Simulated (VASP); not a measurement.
The system is Ag.

```
Ag
1.0
     2.88620    0.00000    0.00000
    -1.44310    2.49952    0.00000
     0.00000    0.00000   10.00000
Ag
4
Direct
  0.33333 0.66667 0.25000
  0.66667 0.33333 0.75000
  0.00000 0.00000 0.00000
  0.00000 0.00000 0.50000
```

```yaml
Program: VASP 6.6.1
Task: relaxation of cell and atoms
Functional: revPBE
Potentials_or_basis: VASP PAW PBE potentials, release 64 (Ag)
Cutoff: 600 eV
k_mesh: 13 × 13 × 3
Occupations: fermi-dirac, width 0.1 eV
Spin: no spin polarisation
```

At the start: pressure 2.1 GPa; volume 18.04 Å³/atom.

**Question.** How do energy, volume and symmetry change on relaxing?

**Answer.** Over 7 steps the energy falls by 9.9 meV/atom and the volume is 18.42 Å³/atom (+2.1 %); space group P6_3/mmc (No. 194, to 0.05 Å).

The path:
```csv
step,energy change (eV),largest force (eV/Å),pressure (GPa),volume (Å³)
1,0.0000,0.0000,2.06,72.14
2,-0.0307,0.0000,-0.93,74.57
3,-0.0307,0.0000,-0.82,74.53
4,-0.0384,0.0000,-0.22,73.87
5,-0.0396,0.0000,0.14,73.53
6,-0.0396,0.0000,0.19,73.49
7,-0.0397,0.0000,-0.06,73.68
```

Final structure:
```
Ag
1.0
     2.95380    0.00000    0.00000
    -1.47690    2.55806    0.00000
     0.00000    0.00000    9.75109
Ag
4
Direct
  0.33333 0.66667 0.25000
  0.66667 0.33333 0.75000
  0.00000 0.00000 0.00000
  0.00000 0.00000 0.50000
```

Caveat: the PAW data sets were made with another functional, which shifts forces and pressure a little.
